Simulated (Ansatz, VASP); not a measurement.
# Two plane-wave programs on Si4C11

```xyz
15
Lattice="5.3452 0.1326 0.0605 0.1225 5.6213 -0.1160 0.0600 -0.1205 5.5088" Properties=species:S:1:pos:R:3 pbc="T T T"
C     5.3250    5.2448    3.7368
C     1.4380    2.5404    2.1152
C     3.2661    0.5724    0.8750
C     3.6121    3.7755    4.6173
C     4.6297    3.8914    3.5249
C     1.9042    0.6559    0.5587
C     5.0549    0.8592    3.3466
C     3.9364    3.4343    2.2084
C     2.3502    3.5665    4.1002
C     2.5061    3.2332    2.6209
C     1.0064    1.6901    1.0096
Si    0.6037    2.3169    3.8001
Si    1.1203    4.7501    5.1277
Si    4.2583    4.5436    0.7033
Si    4.5175    1.6341    1.6814
```

Alike in both runs: functional PBE; k mesh 3 × 3 × 3; occupations gaussian, width 0.1 eV; no spin polarisation.

Ansatz relaxed the structure, and its values are those at the end. VASP's run is a single point on that final structure, the one shown.

|  | VASP | Ansatz |
| --- | --- | --- |
| version | VASP 6.6.1 | Ansatz 0.2.0 |
| potentials or method | VASP PAW PBE potentials, release 64 (C, Si), cutoff 520 eV | scalar-relativistic, plane waves, PAW |
| valence electrons in the cell | 60 | 60 |

VASP gave:

- gap on the k mesh at the Fermi level (eV): 0.52
- least direct gap on the mesh (eV): 0.83
- rms of the force components (eV/Å): 0.025

Problem. What did Ansatz give for the same quantities?

Solution. gap on the k mesh at the Fermi level (eV): 0.53; least direct gap on the mesh (eV): 0.83; rms of the force components (eV/Å): 0.012.
